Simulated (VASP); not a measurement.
# Ir in VASP: a series of runs, part 2 of 2

VASP 6.6.1. The steps go on from the part before.

## (3) Single point, PBE, collinear spin, ferromagnetic start

This run uses another cell than the first one, of 206.18 Å³/atom, 1.082 times its volume.

File INCAR:

```
ALGO     = Normal         # electronic algorithm
EDIFF    = 1E-7           # SCF threshold, eV
ENCUT    = 520            # plane-wave cutoff, eV
GGA      = PE             # functional
ISIF     = 2              # what is computed and relaxed
ISMEAR   = 0              # smearing method
ISPIN    = 2              # spin polarisation
LASPH    = True           # aspherical terms in the spheres
LCHARG   = False          # write CHGCAR
LMAXMIX  = 4              # l up to which the mixer works
LORBIT   = 11             # projections on sites
LREAL    = False          # projectors in reciprocal space
LWAVE    = False          # write WAVECAR
MAGMOM   = 1.5            # initial moments
NBANDS   = 14             # bands
NELM     = 150            # most SCF steps
PREC     = Accurate       # precision mode
SIGMA    = 0.05           # smearing width, eV
```

File KPOINTS:

```
k-points
0
Gamma
  1 1 26
```

File POSCAR:

```
Ir
1.0
    9.0000000000      0.0000000000      0.0000000000
    0.0000000000      9.3000000000      0.0000000000
    0.0000000000      0.0000000000      2.4632735621
Ir
1
Direct
    0.5000000000      0.5000000000      0.0000000000
```

Potentials or basis: VASP PAW PBE potentials, release 64 (Ir).

On the command line:

```console
$ cat potpaw_PBE.64/Ir/POTCAR > POTCAR
$ mpirun -np 1 vasp_std > vasp.out
```

Wall time 85 s (1 thread of Intel Xeon 6975P-C (Granite Rapids), shared host); peak memory 0.37 GiB.

It converged, with:

| Item | Value |
| --- | --- |
| Free energy | -4.7630 eV |
| Net moment | 0.87 μB per cell |
| Site moments | Ir +0.79 μB |
| Valence electrons inside the program's atomic spheres | Ir 7.77 |

Levels at points of the mesh, in eV from the Fermi level:
Spin up:
| k point | band 1 | band 2 | band 3 | band 4 | band 5 | band 6 | band 7 | band 8 |
| --- | --- | --- | --- | --- | --- | --- | --- | --- |
| (0.00, 0.00, 0.00) | -5.92 | -1.81 | -1.48 | -1.48 | 1.14 | 1.14 | 3.16 | 3.17 |
| (0.00, 0.00, 0.50) | -3.39 | -3.39 | -0.49 | -0.49 | 0.20 | 4.62 | 8.50 | 9.29 |
Spin down:
```
           k point  band 1  band 2  band 3  band 4  band 5  band 6  band 7  band 8
(0.00, 0.00, 0.00)   -5.72   -1.29   -0.80   -0.80    1.49    1.49    3.35    3.37
(0.00, 0.00, 0.50)   -3.13   -3.13    0.26    0.26    0.87    4.70    8.80    9.65
```

Caveat: spin-orbit coupling is left out, which moves the levels of the heavy elements.

## (4) Single point, PBE, collinear spin, ferromagnetic start

This run uses another cell than the first one: it holds 2 atoms, not 1.

File INCAR:

```
PREC = Accurate
ENCUT = 520
EDIFF = 1E-6
ISMEAR = 0
SIGMA = 0.05
LREAL = F
LASPH = T
NELM = 150
ALGO = Normal
ISIF = 2
LWAVE = F
LCHARG = T
ISPIN = 2
MAGMOM = 1.5 1.5
LORBIT = 11
LMAXMIX = 4
GGA = PE
LELF = T
LVHAR = T
NBANDS = 20
```

File KPOINTS:

```
Automatic mesh
0
Gamma
  1 1 13
```

File POSCAR:

```
Ir
1.0
    9.0000000000      0.0000000000      0.0000000000
    0.0000000000      9.3000000000      0.0000000000
    0.0000000000      0.0000000000      4.9265471241
Ir
2
Direct
    0.5000000000      0.5000000000      0.0000000000
    0.5000000000      0.5000000000      0.4650000000
```

On the command line:

```console
$ cat potpaw_PBE.64/Ir/POTCAR > POTCAR
$ mpirun -np 1 vasp_std > vasp.out
```

Wall time 2.8 min (1 thread of Intel Xeon 6975P-C (Granite Rapids), shared host); peak memory 0.59 GiB.

It converged, with:

```yaml
Free_energy: -9.4116 eV
Largest_force: 1.339 eV/Å
Net_moment: 3.07 μB per cell
Site_moments: Ir +1.35 μB
Valence_electrons_inside_the_program's_atomic_spheres: Ir 7.83
```

Forces in eV/Å, atoms in the order of the input:
```
Ir   0.000  0.000 -1.339
Ir   0.000  0.000  1.339
```

Levels at points of the mesh, in eV from the Fermi level:
Spin up:
```tsv
k point	band 7	band 8	band 9	band 10	band 11	band 12	band 13	band 14	band 15	band 16
(0.00, 0.00, 0.00)	-0.84	-0.84	-0.06	0.90	0.90	2.91	2.92	4.49	5.17	6.21
```
Spin down:
```
           k point  band 3  band 4  band 5  band 6  band 7  band 8  band 9  band 10
(0.00, 0.00, 0.00)   -3.23   -1.34   -0.85   -0.85    0.30    0.30    1.03     1.66
```

Caveat: spin-orbit coupling is left out, which moves the levels of the heavy elements.

## (5) Single point, PBE

This run uses another cell than the first one: it holds 4 atoms, not 1.

File INCAR:

```
  PREC = Accurate
  ENCUT = 420
  EDIFF = 1E-6
  ISMEAR = 0
  SIGMA = 0.05
  LREAL = False
  LASPH = True
  NELM = 120
  ALGO = Normal
  ISIF = 2
  LWAVE = False
  LCHARG = True
  GGA = PE
  LELF = True
  LVHAR = True
  NBANDS = 42
  GGA_COMPAT = False
```

File KPOINTS:

```
Automatic mesh
0
Gamma
  1 1 20
```

File POSCAR:

```
Ir
1.0
   11.7000000000      0.0000000000      0.0000000000
    0.0000000000     13.2000000000      0.0000000000
    0.0000000000      0.0000000000      2.5830948629
Ir
4
Direct
    0.6062292376      0.5000000000      0.0000000000
    0.5000000000      0.6431549671      0.5000000000
    0.5000000000      0.3568450329      0.5000000000
    0.3937707624      0.5000000000      0.0000000000
```

Potentials or basis: VASP PAW PBE potentials, release 64 (Ir_sv_GW).

On the command line:

```console
$ cat potpaw_PBE.64/Ir_sv_GW/POTCAR > POTCAR
$ mpirun -np 1 vasp_std > vasp.out
```

OUTCAR:

```text
PREC = Accurate
   ENCUT = 420
   EDIFF = 1E-6
   ISMEAR = 0
   LREAL = False
   LASPH = True
   NELM = 120
   ISIF = 2
   GGA = PE

 ion  position               nearest neighbor table
   1  0.606  0.500  0.000-   4 2.49   3 2.60   2 2.60   2 2.60   3 2.60
   2  0.500  0.643  0.500-   1 2.60   4 2.60   1 2.60   4 2.60
   3  0.500  0.357  0.500-   1 2.60   4 2.60   1 2.60   4 2.60
   4  0.394  0.500  0.000-   1 2.49   2 2.60   3 2.60   2 2.60   3 2.60

  LATTYP: Found a simple orthorhombic cell.
[... 680 lines left out ...]
  Direction    XX          YY          ZZ          XY          YZ          ZX
  --------------------------------------------------------------------------------------
  -------------------------------------------------------------------------------------
  Total       -0.7412426     -0.6978495     -0.6725514      0.0000000      0.0000000      0.0000000
  in kB       -2.9769448     -2.8026717     -2.7010706      0.0000000      0.0000000      0.0000000
  external PRESSURE =      -2.8268957 kB  Pullay stress =       0.0000000 kB

 VOLUME and BASIS-vectors are now :
 -----------------------------------------------------------------------------
  energy-cutoff  :      420.00
  volume of cell :      398.93
      direct lattice vectors                 reciprocal lattice vectors
    11.700000000  0.000000000  0.000000000     0.085470085  0.000000000  0.000000000
     0.000000000 13.200000000  0.000000000     0.000000000  0.075757576  0.000000000
     0.000000000  0.000000000  2.583094863     0.000000000  0.000000000  0.387132511

 POSITION                                       TOTAL-FORCE (eV/Angst)
 -----------------------------------------------------------------------------------
      7.09288      6.60000      0.00000         0.035861      0.000000      0.000000
      5.85000      8.48965      1.29155         0.000000      0.041042      0.000000
      5.85000      4.71035      1.29155         0.000000     -0.041042     -0.000000
      4.60712      6.60000      0.00000        -0.035861     -0.000000     -0.000000
 -----------------------------------------------------------------------------------
    total drift:                                0.000000     -0.000000     -0.000000

  FREE ENERGIE OF THE ION-ELECTRON SYSTEM (eV)
  ---------------------------------------------------
  free  energy   TOTEN  =       -29.9932346328 eV

  energy  without entropy=      -29.9884135149  energy(sigma->0) =      -29.99082407
```

stdout:

```text
POSCAR found type information on POSCAR Ir
 POSCAR found :  1 types and       4 ions
 scaLAPACK will be used
 LDA part: xc-table for (Slater+PW92), standard interpolation
 POSCAR, INCAR and KPOINTS ok, starting setup
 FFT: planning ... GRIDC
 FFT: planning ... GRID_SOFT
 FFT: planning ... GRID
 WAVECAR not read
 entering main loop
```

Wall time 2.5 min (1 thread of AMD EPYC 9R45 (Zen 5), shared host); peak memory 0.36 GiB.

Results:

```yaml
Free_energy: -29.9932 eV
Largest_force: 0.041 eV/Å
Band_gap_on_the_k_mesh: zero (band 34 reaches -2.24 eV, above the bottom of band 35 at -2.99 eV)
```

Forces on the atoms (eV/Å):
```
Ir   0.036  0.000  0.000
Ir   0.000  0.041  0.000
Ir   0.000 -0.041  0.000
Ir  -0.036  0.000  0.000
```

Caveat: spin-orbit coupling is left out, which moves the levels of the heavy elements.

## (6) Summary

```tsv
potentials or basis	spin	cell	k mesh	cutoff (eV)	second run	gap on the mesh (eV)	moment (μB)	largest force (eV/Å)
VASP PAW PBE potentials, release 64 (Ir)	collinear, ferromagnetic start	a = 9.000, b = 9.300, c = 2.276 Å, 1 atom	1 × 1 × 26	520	-	none	0.55	-
VASP PAW PBE potentials, release 64 (Ir)	collinear, ferromagnetic start	a = 9.000, b = 9.300, c = 2.463 Å, 1 atom	1 × 1 × 26	520	-	none	0.87	-
VASP PAW PBE potentials, release 64 (Ir)	collinear, ferromagnetic start	a = 9.000, b = 9.300, c = 4.927 Å, 2 atoms	1 × 1 × 13	520	-	none	3.07	1.34
VASP PAW PBE potentials, release 64 (Ir_sv_GW)	off	a = 11.700, b = 13.200, c = 2.583 Å, 4 atoms	1 × 1 × 20	420	valence_matched	none	-	0.04
```

Alike in all rows: task single point; level PBE; smearing gaussian 0.05 eV.

Caveats: spin-orbit coupling is left out, which moves the levels of the heavy elements.

Total energies depend on the potentials used, so only differences within one code and one set of settings carry meaning.
